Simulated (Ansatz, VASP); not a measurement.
## Two plane-wave programs on TaN

```xyz
4
Lattice="0.0000 -2.1874 -2.1874 0.0000 2.1874 -2.1874 4.3749 0.0000 0.0000" Properties=species:S:1:pos:R:3 pbc="T T T"
Ta   -0.1218   -0.1038   -2.1874
Ta    2.3092    0.1038    0.0000
N     1.9264    0.1140   -2.1874
N     0.2610   -0.1140    0.0000
```

Change from the starting cell: mode 1 frozen in at -0.261 Å and mode 2 at -0.114 Å (largest displacements).

Alike in both runs: task single point; functional PBEsol; k mesh 14 × 14 × 10; occupations gaussian, width 0.15 eV; no spin polarisation.

|  | VASP | Ansatz |
| --- | --- | --- |
| version | VASP 6.6.1 | Ansatz 0.2.0 |
| potentials or method | VASP PAW PBE potentials, release 64 (Ta_pv, N), cutoff 520 eV | scalar-relativistic, plane waves, PAW |
| valence electrons in the cell | 32 | 36 |

Ansatz gave:

| Item | Value |
| --- | --- |
| gap on the k mesh at the Fermi level (eV) | none |
| pressure (GPa) | 2.6 |
| traceless stress, the component that is largest in VASP (GPa) | 20.64 |
| rms of the force components (eV/Å) | 0.869 |

Task: Which values does VASP return?

Result: gap on the k mesh at the Fermi level (eV): none; pressure (GPa): 3.8; traceless stress, the component that is largest in VASP (GPa): 20.98; rms of the force components (eV/Å): 0.879.

VASP's potentials were made for PBE, not for PBEsol, and Ansatz warns of the same on its side. Atom by atom the forces differ by 0.024 eV/Å (rms over components). A gap of «none» marks a metal or a gap that the smearing closes. VASP's potentials hold 32 valence electrons a cell and Ansatz's 36, so a difference there can come from the potentials and not from the codes.

Neither program's run includes spin-orbit coupling.
